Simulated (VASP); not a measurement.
# La (P6_3/mmc) in VASP: notebook

Runs on La. Level: LDA. Tasks: single point.

Everything below comes from runs of VASP 6.6.1. Logs are shortened: lines on timing, memory, paths and dates and some standing lists are left out, and cuts for length are marked.

## Step 1: The cell of the first run

The structure is hexagonal, space group P6_3/mmc (No. 194). Conventional cell: a = 3.600 Å, b = 3.600 Å, c = 11.552 Å, α = 90.00°, β = 90.00°, γ = 120.00°. Within 4.7 Å of La (site symmetry -3m) lie 12 La at 3.56 to 3.60 Å. Within 4.7 Å of La (site symmetry -6m2) lie 12 La at 3.56 to 3.60 Å.

## Step 2: Single point, LDA

INCAR reads:

```
SYSTEM = La
  ALGO = Normal
  EDIFF = 1E-6
  ENCUT = 520
  ISIF = 2
  ISMEAR = 1
  LASPH = .True.
  LCHARG = .False.
  LREAL = .False.
  LWAVE = .False.
  NBANDS = 30
  NELM = 60
  PREC = Accurate
  SIGMA = 0.3
```

KPOINTS reads:

```
k-points
0
Gamma
  10 10 3
  0 0 0
```

POSCAR reads:

```
La
1.0
    3.5996230182      0.0000000000      0.0000000000
   -1.7998115091      3.1173649778      0.0000000000
    0.0000000000      0.0000000000     11.5524372057
La
4
Direct
    0.0000000000      1.0000000000      0.0000000000
    1.0000000000      1.0000000000      0.5000000000
    0.3333333333      0.6666666667      0.7500000000
    0.6666666667      0.3333333333      0.2500000000
```

Potentials or basis: VASP PAW LDA potentials, release 64 (La).

Run with:

```
$ cat potpaw_LDA.64/La/POTCAR > POTCAR
$ mpirun -np 1 vasp_std > vasp.out
```

OUTCAR:

```text
SYSTEM = La
   EDIFF = 1E-6
   ENCUT = 520
   ISIF = 2
   ISMEAR = 1
   LASPH = .True.
   LREAL = .False.
   NELM = 60
   PREC = Accurate

 ion  position               nearest neighbor table
   1  0.000  0.000  0.000-   3 3.56   4 3.56   3 3.56   4 3.56   4 3.56   3 3.56
   2  0.000  0.000  0.500-   3 3.56   4 3.56   3 3.56   4 3.56   4 3.56   3 3.56
   3  0.333  0.667  0.750-   1 3.56   2 3.56   1 3.56   2 3.56   1 3.56   2 3.56
   4  0.667  0.333  0.250-   1 3.56   2 3.56   1 3.56   2 3.56   1 3.56   2 3.56

  LATTYP: Found a hexagonal cell.
 ALAT       =     3.5996230182
 C/A-ratio  =     3.2093464086

  Lattice vectors:

 A1 = (   3.5996230182,   0.0000000000,   0.0000000000)
 A2 = (  -1.7998115091,   3.1173649778,   0.0000000000)
 A3 = (   0.0000000000,   0.0000000000,  11.5524372057)

Analysis of symmetry for initial positions (statically):
=====================================================================
 Subroutine PRICEL returns:
 Original cell was already a primitive cell.

 Routine SETGRP: Setting up the symmetry group for a
 hexagonal supercell.

 Subroutine GETGRP returns: Found 24 space group operations
 (whereof 12 operations were pure point group operations)
 out of a pool of 24 trial point group operations.

The static configuration has the point symmetry D_3d.
 The point group associated with its full space group is D_6h.

Analysis of symmetry for dynamics (positions and initial velocities):
=====================================================================
 Subroutine PRICEL returns:
 Original cell was already a primitive cell.

 Routine SETGRP: Setting up the symmetry group for a
 hexagonal supercell.

 Subroutine GETGRP returns: Found 24 space group operations
 (whereof 12 operations were pure point group operations)
 out of a pool of 24 trial point group operations.

The dynamic configuration has the point symmetry D_3d.
 The point group associated with its full space group is D_6h.

 Subroutine INISYM returns: Found 24 space group operations
 (whereof 12 operations are pure point group operations),
 and found     1 'primitive' translations

----------------------------------------------------------------------------------------

                                     Primitive cell

  volume of cell :     129.6338

  direct lattice vectors                    reciprocal lattice vectors
     3.599623018  0.000000000  0.000000000     0.277806869  0.160391871  0.000000000
    -1.799811509  3.117364978  0.000000000     0.000000000  0.320783741  0.000000000
     0.000000000  0.000000000 11.552437206     0.000000000  0.000000000  0.086561821

  length of vectors
     3.599623018  3.599623018 11.552437206     0.320783741  0.320783741  0.086561821

  position of ions in fractional coordinates (direct lattice)
     0.000000000  0.000000000  0.000000000
     0.000000000  0.000000000  0.500000000
     0.333333333  0.666666667  0.750000000
     0.666666667  0.333333333  0.250000000

  ion indices of the primitive-cell ions
   primitive index   ion index
                 1           1
                 2           2
                 3           3
                 4           4

----------------------------------------------------------------------------------------

 KPOINTS: k-points

Automatic generation of k-mesh.
 Grid dimensions read from file:
 generate k-points for:   10   10    3

 Generating k-lattice:

  Cartesian coordinates                     Fractional coordinates (reciprocal lattice)
     0.027780687  0.016039187  0.000000000     0.100000000  0.000000000  0.000000000
     0.000000000  0.032078374  0.000000000     0.000000000  0.100000000  0.000000000
     0.000000000  0.000000000  0.028853940     0.000000000  0.000000000  0.333333333

  Length of vectors
     0.032078374  0.032078374  0.028853940

  Shift w.r.t. Gamma in fractional coordinates (k-lattice)
     0.000000000  0.000000000  0.000000000

 Subroutine IBZKPT returns following result:
 ===========================================

 Found     28 irreducible k-points:

 Following reciprocal coordinates:
            Coordinates               Weight
  0.000000  0.000000  0.000000      1.000000
  0.100000  0.000000  0.000000      6.000000
  0.200000  0.000000  0.000000      6.000000
  0.300000  0.000000  0.000000      6.000000
  0.400000  0.000000  0.000000      6.000000
  0.500000  0.000000  0.000000      3.000000
[... 16 lines left out ...]
  0.300000  0.100000  0.333333     24.000000
  0.400000  0.100000  0.333333     24.000000
 [... further k-points ...]
   k-points           NKPTS =     28   k-points in BZ     NKDIM =     28   number of bands    NBANDS=     30
   number of dos      NEDOS =    301   number of ions     NIONS =      4
   total plane-waves  NPLWV =  70560
   dimension x,y,z NGX =    28 NGY =   28 NGZ =   90
   dimension x,y,z NGXF=    56 NGYF=   56 NGZF=  180
   ions per type =               4
   NGX,Y,Z   is equivalent  to a cutoff of  12.93, 12.93, 12.95 a.u.
   NGXF,Y,Z  is equivalent  to a cutoff of  25.86, 25.86, 25.90 a.u.
 SYSTEM =  La
   PREC   = accura    normal or accurate (medium, high low for compatibility)
   ISTART =      0    job   : 0-new  1-cont  2-samecut
   ICHARG =      2    charge: 1-file 2-atom 10-const
   ISPIN  =      1    spin polarized calculation?
   LNONCOLLINEAR =      F non collinear calculations
   LSORBIT =      F    spin-orbit coupling
   LASPH  =      T    aspherical Exc in radial PAW
   ENCUT  =  520.0 eV  38.22 Ry    6.18 a.u.   6.69  6.69 21.48*2*pi/ulx,y,z
   NELM   =     60;   NELMIN=  2; NELMDL= -5     # of ELM steps
   EDIFF  = 0.1E-05   stopping-criterion for ELM
   LREAL  =      F    real-space projection
   EDIFFG = 0.1E-04   stopping-criterion for IOM
   NSW    =      0    number of steps for IOM
   IBRION =     -1    ionic relax: 0-MD 1-quasi-New 2-CG
   NFREE  =      0    steps in history (QN), initial steepest desc. (CG)
   ISIF   =      2    stress and relaxation
   ISYM   =      2    0-nonsym 1-usesym 2-fastsym
   POTIM  = 0.5000    time-step for ionic-motion
   TEBEG  =    0.0;   TEEND  =   0.0 temperature during run
   PSTRESS=    0.0 pullay stress
   NELECT =      44.0000    total number of electrons
   NUPDOWN=      -1.0000    fix difference up-down
   EMIN   =  10.00;   EMAX   =-10.00  energy-range for DOS
   EFERMI =   0.00;   METHOD = LEGACY
   ISMEAR =     1;   SIGMA  =   0.30  broadening in eV -4-tet -1-fermi 0-gaus
   EFERMI_NEDOS =   21; number of points for ismear=-14 and -15
   IALGO  =     38    algorithm
   IMIX   =      4    mixing-type and parameters
     AMIX     =   0.40;   BMIX     =  1.00
     AMIX_MAG =   1.60;   BMIX_MAG =  1.00
  volume/ion in A,a.u.               =      32.41       218.70
  Fermi-wavevector in a.u.,A,eV,Ry     =   1.141965  2.158002 17.743154  1.304085
  Thomas-Fermi vector in A             =   2.278664
   LORBIT       =      0    0 simple, 1 ext, 2 COOP (PROOUT), +10 PAW based schemes
   GGA     = CA    functional components
   LHFCALC =     F    Hartree Fock is set to
   AEXX    =    0.0000 exact exchange contribution
   IVDW    =     0    specifies the selected vdW correction
   LEPSILON=     F    determine dielectric tensor
   LRPA    =     F    only Hartree local field effects (RPA)
 non-spin polarized calculation
 Methfessel and Paxton  Order N= 1 SIGMA  =   0.30
  energy-cutoff  :      520.00
  volume of cell :      129.63
 maximum number of plane-waves:      3523
 NGX is ok and might be reduce to    28
   NGX = 13   NGY = 13   NGZ = 43

 number of electron      44.0000002 magnetization

 Free energy of the ion-electron system (eV)
  ---------------------------------------------------
  ext. energy  EPLUGINS =         0.00000000
  ---------------------------------------------------
  free energy    TOTEN  =       -22.31625964 eV

  energy without entropy =      -22.30102030  energy(sigma->0) =      -22.31117986

 E-fermi :   9.0723     XC(G=0): -10.3295

 val. band max:        9.0346699183   @ k =   0.1000   0.1000   0.3333
 cond. band min:       9.0900554993   @ k =   0.3000   0.1000   0.0000
 fundamental gap:      0.0553855810
 Fermi energy:         9.0722894811

 k-point     1 :       0.0000    0.0000    0.0000
  band No.  band energies     occupation
      1     -23.5803      2.00000
      2     -23.4089      2.00000
      3     -23.4035      2.00000
      4     -23.2220      2.00000
      5      -8.3107      2.00000
      6      -7.3384      2.00000
[... 22 lines left out ...]
     29      10.5530     -0.00000
     30      10.6245     -0.00000

 k-point     2 :       0.1000    0.0000    0.0000
  band No.  band energies     occupation
      1     -23.5538      2.00000
      2     -23.3890      2.00000
      3     -23.3837      2.00000
      4     -23.2099      2.00000
      5      -8.2513      2.00000
      6      -7.3605      2.00000
[... 22 lines left out ...]
     29      10.6837     -0.00000
     30      10.7056     -0.00000

 k-point     3 :       0.2000    0.0000    0.0000
  band No.  band energies     occupation
      1     -23.4814      2.00000
      2     -23.3365      2.00000
      3     -23.3313      2.00000
      4     -23.1797      2.00000
      5      -8.0844      2.00000
      6      -7.4941      2.00000
[... 22 lines left out ...]
     29      10.6113     -0.00000
     30      10.7264     -0.00000

 k-point     4 :       0.3000    0.0000    0.0000
  band No.  band energies     occupation
      1     -23.3839      2.00000
      2     -23.2703      2.00000
      3     -23.2653      2.00000
      4     -23.1479      2.00000
      5      -7.9006      2.00000
      6      -7.8103      2.00000
[... 22 lines left out ...]
     29      10.4821     -0.00000
     30      10.7730     -0.00000

 k-point     5 :       0.4000    0.0000    0.0000
  band No.  band energies     occupation
      1     -23.2927      2.00000
      2     -23.2157      2.00000
      3     -23.2109      2.00000
      4     -23.1324      2.00000
      5      -8.1208      2.00000
      6      -8.0926      2.00000
[... 22 lines left out ...]
     29      10.8715     -0.00000
     30      10.9232     -0.00000
[... 526 lines left out ...]
     29      10.6999     -0.00000
     30      10.7612     -0.00000

 k-point    22 :       0.2000    0.1000    0.3333
  band No.  band energies     occupation
      1     -23.4021      2.00000
      2     -23.3555      2.00000
      3     -23.2249      2.00000
      4     -23.1760      2.00000
      5      -7.9041      2.00000
      6      -7.8042      2.00000
[... 22 lines left out ...]
     29      10.5934     -0.00000
     30      10.7742     -0.00000

 k-point    23 :       0.3000    0.1000    0.3333
  band No.  band energies     occupation
      1     -23.3109      2.00000
      2     -23.2770      2.00000
      3     -23.1829      2.00000
      4     -23.1481      2.00000
      5      -7.9678      2.00000
      6      -7.8615      2.00000
[... 22 lines left out ...]
     29      10.6170     -0.00000
     30      10.6563     -0.00000

 k-point    24 :       0.4000    0.1000    0.3333
  band No.  band energies     occupation
      1     -23.2438      2.00000
      2     -23.2222      2.00000
      3     -23.1623      2.00000
      4     -23.1403      2.00000
      5      -8.1222      2.00000
      6      -8.0794      2.00000
[... 22 lines left out ...]
     29      10.8564     -0.00000
     30      10.9010     -0.00000

 [... further k-points ...]

------------------------ aborting loop because EDIFF is reached ----------------------------------------

  FORCE on cell =-STRESS in cart. coord.  units (eV):
  Direction    XX          YY          ZZ          XY          YZ          ZX
  --------------------------------------------------------------------------------------
  -------------------------------------------------------------------------------------
  Total       -0.1154872     -0.1154872     -0.2200683      0.0000000      0.0000000      0.0000000
  in kB       -1.4273355     -1.4273355     -2.7198797      0.0000000      0.0000000      0.0000000
  external PRESSURE =      -1.8581836 kB  Pullay stress =       0.0000000 kB

 VOLUME and BASIS-vectors are now :
 -----------------------------------------------------------------------------
  energy-cutoff  :      520.00
  volume of cell :      129.63
      direct lattice vectors                 reciprocal lattice vectors
     3.599623018  0.000000000  0.000000000     0.277806869  0.160391871  0.000000000
    -1.799811509  3.117364978  0.000000000     0.000000000  0.320783741  0.000000000
     0.000000000  0.000000000 11.552437206     0.000000000  0.000000000  0.086561821

 POSITION                                       TOTAL-FORCE (eV/Angst)
 -----------------------------------------------------------------------------------
      0.00000      0.00000      0.00000         0.000000      0.000000     -0.000000
      0.00000      0.00000      5.77622         0.000000      0.000000     -0.000000
     -0.00000      2.07824      8.66433         0.000000     -0.000000      0.000000
      1.79981      1.03912      2.88811        -0.000000      0.000000      0.000000
 -----------------------------------------------------------------------------------
    total drift:                               -0.000000      0.000000      0.000000

  FREE ENERGIE OF THE ION-ELECTRON SYSTEM (eV)
  ---------------------------------------------------
  free  energy   TOTEN  =       -22.3162596393 eV

  energy  without entropy=      -22.3010203009  energy(sigma->0) =      -22.31117986
```

It took 70 s on 1 thread of AMD EPYC 9R45 (Zen 5), shared host; peak memory 0.23 GiB.

Results:

| Quantity | Value |
| --- | --- |
| Free energy | -22.3163 eV |
| Pressure | -0.2 GPa |
| Band gap on the k mesh | zero (bands 22 and 23 overlap by 1.11 eV) |

Stress tensor (GPa, compression positive):
```
-0.14  0.00  0.00
 0.00 -0.14  0.00
 0.00  0.00 -0.27
```

Levels at points of the mesh, in eV from the Fermi level:
```tsv
k point	band 18	band 19	band 20	band 21	band 22	band 23	band 24	band 25	band 26	band 27
(0.00, 0.00, 0.00)	-1.95	-1.72	-1.72	0.59	0.77	1.21	1.24	1.25	1.26	1.33
(0.50, 0.00, 0.00)	-2.12	-1.83	-1.26	-0.85	-0.29	-0.22	0.47	1.12	1.17	1.43
```

Caveat: spin-orbit coupling is left out, which moves the levels of the heavy elements.

## Step 3: Single point, LDA

INCAR reads:

```
SYSTEM = La
PREC = Accurate
ENCUT = 520
EDIFF = 1E-6
ISMEAR = 1
SIGMA = 0.6
LREAL = .False.
LASPH = .True.
NELM = 60
ALGO = Normal
ISIF = 2
LWAVE = .False.
LCHARG = .False.
NBANDS = 30
```

KPOINTS reads:

```
Automatic mesh
0
Gamma
  10 10 3
  0 0 0
```

POSCAR is that of step 2.

Potentials or basis: VASP PAW LDA potentials, release 64 (La).

Run with:

```
$ cat potpaw_LDA.64/La/POTCAR > POTCAR
$ mpirun -np 1 vasp_std > vasp.out
```

Run time: 99 s. Hardware: 1 thread of AMD EPYC 9R45 (Zen 5), shared host; peak memory 0.24 GiB.

The run converged. Its results:

* Free energy: -22.3224 eV
* Pressure: -0.2 GPa
* Band gap on the k mesh: zero (bands 22 and 23 overlap by 1.11 eV)

Levels at points of the mesh, in eV from the Fermi level:
| k point | band 20 | band 21 | band 22 | band 23 | band 24 | band 25 |
| --- | --- | --- | --- | --- | --- | --- |
| (0.00, 0.00, 0.00) | -1.69 | 0.62 | 0.78 | 1.23 | 1.25 | 1.27 |
| (0.50, 0.00, 0.00) | -1.25 | -0.82 | -0.27 | -0.20 | 0.50 | 1.15 |

Caveat: so wide a smearing shifts energies and pressures; spin-orbit coupling is left out, which moves the levels of the heavy elements.

The gap in the log of VASP goes by the Fermi energy; the results here count the filled bands.